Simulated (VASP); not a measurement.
Input of a VASP 6.6.1 run:

Contents of INCAR:

```
SYSTEM = InAs
PREC = Accurate
ENCUT = 520
EDIFF = 1E-7
ISMEAR = -1
SIGMA = 0.02
LREAL = .False.
LASPH = .True.
NELM = 100
ALGO = Normal
ISIF = 2
LWAVE = .False.
LCHARG = .False.
GGA = PE
NBANDS = 16
```

File KPOINTS:

```
Automatic mesh
0
Gamma
  8 8 8
  0 0 0
```

File POSCAR:

```
InAs
1.0
    0.0000000000      3.1767740920      3.1767740920
    3.1767740920      0.0000000000      3.1767740920
    3.1767740920      3.1767740920      0.0000000000
In As
1 1
Direct
    0.0000000000      0.0000000000      0.0000000000
    0.2500000000      0.2500000000      0.2500000000
```

Potentials or basis: VASP PAW PBE potentials, release 64 (In_d, As).

The run is started by

```sh
$ cat potpaw_PBE.64/In_d/POTCAR potpaw_PBE.64/As/POTCAR > POTCAR
$ mpirun -np 1 vasp_std > vasp.out
```

Problem. Predict the pressure.

Solution. -3.2 GPa.

Problem. What does it give for the band gap on the k mesh?

Solution. Zero (filled and empty bands touch).

Caveat: the cell differs from its parent crystal (strain +4.0%); spin-orbit coupling is left out, which moves the levels of the heavy elements.
